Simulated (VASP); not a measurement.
A run of VASP 6.6.1 is set up as follows.

Contents of INCAR:

```
ALGO = Normal ; EDIFF = 1E-7
ENCUT = 520 ; GGA = CA
ISIF = 2 ; ISMEAR = 0
LASPH = T ; LCHARG = F
LREAL = F ; LWAVE = F
NBANDS = 28 ; NELM = 80
PREC = Accurate ; SIGMA = 0.05
```

Contents of KPOINTS:

```
k-points
0
Gamma
  8 6 6
```

POSCAR

```
SnO
1.0
    3.3550050000      0.0000000000      0.0000000000
    0.0000000000      5.6741040000      0.0000000000
    0.0000000000      0.0000000000      4.2219700000
Sn O
2 2
Direct
   -0.0326714820      0.2281668933      0.4953072054
    0.4846702207      0.7596073393     -0.0358882953
    0.1978998496      0.8267984094      0.7374873176
    0.3501014117      0.1854273580      0.3030957723
```

Potentials or basis: VASP PAW LDA potentials, release 64 (Sn_d, O).

Run with:

```bash
$ cat potpaw_LDA.64/Sn_d/POTCAR potpaw_LDA.64/O/POTCAR > POTCAR
$ mpirun -np 1 vasp_std > vasp.out
```

**Question.** Predict the largest force.

**Answer.** 40.513 eV/Å.

**Question.** What does it give for the pressure?

**Answer.** 60.8 GPa.

Stress tensor (GPa, compression positive):
```
101.52 -27.26  21.80
-27.26   8.15 -15.59
 21.80 -15.59  72.68
```

Caveat: the cell differs from its parent crystal (atoms moved at random); atoms lie so close that the PAW spheres overlap strongly, which falsifies energies and pressures; the cell stands under pressure; forces of over 1 eV/Å act on the atoms, so gaps and moduli don't describe the material at rest.
